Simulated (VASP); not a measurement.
Input of a VASP 6.6.1 run:

File INCAR:

```
PREC = Accurate ; ENCUT = 520
EDIFF = 1E-6 ; ISMEAR = -1
SIGMA = 0.05 ; LREAL = False
LASPH = True ; NELM = 150
ALGO = Fast ; ISIF = 2
LWAVE = False ; LCHARG = False
ISPIN = 2 ; MAGMOM = 1 0
LORBIT = 11 ; LMAXMIX = 4
NBANDS = 18
```

The input KPOINTS:

```
regular mesh
0
Gamma
  9 9 9
```

POSCAR

```
AlNi
1.0
    2.8420627945      0.0000000000      0.0000000000
    0.0000000000      2.8420627945      0.0000000000
    0.0000000000      0.0000000000      2.8420627945
Ni Al
1 1
Direct
    0.5000000000      0.5000000000      0.5000000000
    0.0000000000      0.0000000000      0.0000000000
```

Potentials or basis: VASP PAW LDA potentials, release 64 (Ni, Al).

Command:

```console
$ cat potpaw_LDA.64/Ni/POTCAR potpaw_LDA.64/Al/POTCAR > POTCAR
$ mpirun -np 1 vasp_std > vasp.out
```

Predict the pressure.

-1.7 GPa.

What does it give for the net moment?

0.00 μB per cell.
